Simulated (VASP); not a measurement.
## Sn: relaxation of cell and atoms with r2SCAN

Crystal: Sn.

```xyz
1
Lattice="-1.8925 1.8925 1.8925 1.8925 -1.8925 1.8925 1.8925 1.8925 -1.8925" Properties=species:S:1:pos:R:3 pbc="T T T"
Sn    0.0000    0.0000    0.0000
```

This isn't the form of Sn at room conditions, which is tetragonal (white tin).

```
Program                : VASP 6.6.1
Task                   : relaxation of cell and atoms
Functional             : r2SCAN
Potentials or basis    : VASP PAW PBE potentials, release 64 (Sn_d)
Cutoff                 : 600 eV
k mesh                 : 16 × 16 × 16
Occupations            : methfessel-paxton, width 0.05 eV
Spin                   : no spin polarisation
Dipole correction      : no
Further INCAR settings : ALGO = Normal; EDIFF = 1e-06; IBRION = 2; EDIFFG = -0.01; NSW = 60; ISIF = 3
```

```
Relaxed volume                        : 27.16 Å³/atom
Relaxed cell                          : a = 3.280 Å, b = 3.280 Å, c = 3.280 Å, α = 109.47°, β = 109.47°, γ = 109.47°
Space group after relaxing (to 0.1 Å) : Im-3m (No. 229)
Energy gained by relaxing             : 0.0 meV/atom
Ionic steps                           : 2
Pressure after relaxing               : 0.0 GPa
Band gap on the k mesh                : zero (bands 7 and 8 overlap by 10.96 eV)
```

Final structure:
```xyz
1
Lattice="-1.8937 1.8937 1.8937 1.8937 -1.8937 1.8937 1.8937 1.8937 -1.8937" Properties=species:S:1:pos:R:3 pbc="T T T"
Sn    0.0000    0.0000    0.0000
```

Levels at points of the mesh, in eV from the Fermi level:
```csv
k point,band 4,band 5,band 6,band 7,band 8,band 9,band 10,band 11
"(0.00, 0.00, 0.00)",-22.06,-22.06,-11.61,8.49,8.49,8.49,12.96,12.96
"(0.50, 0.00, 0.00)",-22.07,-21.97,-6.60,-4.64,3.79,5.90,8.62,8.67
"(0.50, 0.50, 0.50)",-21.99,-21.99,-2.27,-0.55,-0.55,-0.55,4.23,4.23
```

Wall time 6.7 min on 1 thread of Intel Xeon 8259CL, on a shared host, peak memory 0.21 GiB.

Caveat: the PAW data sets were made with another functional, which shifts forces and pressure a little; spin-orbit coupling is left out, which moves the levels of the heavy elements.
